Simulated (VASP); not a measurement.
A run of VASP 6.6.1 is set up as follows.

File INCAR:

```
  PREC = Accurate
  ENCUT = 520
  EDIFF = 1E-7
  ISMEAR = -1
  SIGMA = 0.02
  LREAL = F
  LASPH = T
  NELM = 60
  ALGO = Normal
  ISIF = 2
  LWAVE = F
  LCHARG = F
  GGA = PE
  NBANDS = 15
```

The input KPOINTS:

```
Automatic mesh
0
Gamma
  8 8 8
```

File POSCAR:

```
CaSe
1.0
    0.0000000000      2.9675306064      2.9675306064
    2.8880007861      0.0000000000      2.9675306064
    2.8880007861      2.9675306064      0.0000000000
Ca Se
1 1
Direct
    0.0000000000      0.0000000000      0.0000000000
    0.5000000000      0.5000000000      0.5000000000
```

Potentials or basis: VASP PAW PBE potentials, release 64 (Ca_sv, Se).

The run is started by

```sh
$ cat potpaw_PBE.64/Ca_sv/POTCAR potpaw_PBE.64/Se/POTCAR > POTCAR
$ mpirun -np 1 vasp_std > vasp.out
```

Task: Predict the band gap on the k mesh.

Result: 1.96 eV (least direct gap 2.88 eV).

Task: What does it give for the pressure?

Result: 2.3 GPa.

Stress tensor (GPa, compression positive):
```
4.29 0.00 0.00
0.00 1.30 0.00
0.00 0.00 1.30
```

Caveat: the cell differs from its parent crystal (uniaxial x strain -2.7%). A k mesh can miss the band edges.
